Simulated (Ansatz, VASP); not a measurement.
**ZrB2 in VASP and in Ansatz**

```
CELL_PARAMETERS angstrom
3.17000 0.00000 0.00000
-1.58500 2.74530 0.00000
0.00000 0.00000 3.53300
ATOMIC_POSITIONS crystal
Zr 0.00000 0.00000 0.00000
B 0.66667 0.33333 0.50000
B 0.33333 0.66667 0.50000
```

Alike in both runs: task single point; functional PBE; k mesh 10 × 10 × 8; occupations gaussian, width 0.021 eV; no spin polarisation.

```csv
,VASP,Ansatz
version,VASP 6.6.1,Ansatz 0.2.0
potentials or method,"VASP PAW PBE potentials, release 64 (Zr_sv, B)",Ansatz PAW
plane-wave cutoff (eV),520,420
valence electrons in the cell,18,18
```

|  | VASP | Ansatz | Ansatz less VASP |
| --- | --- | --- | --- |
| gap on the k mesh at the Fermi level (eV) | none | none | - |
| pressure (GPa) | 0.9 | 0.8 | -0.14 |
| traceless stress, the component that is largest in VASP (GPa) | 0.84 | 0.80 | -0.042 |

A gap of «none» marks a metal or a gap that the smearing closes.
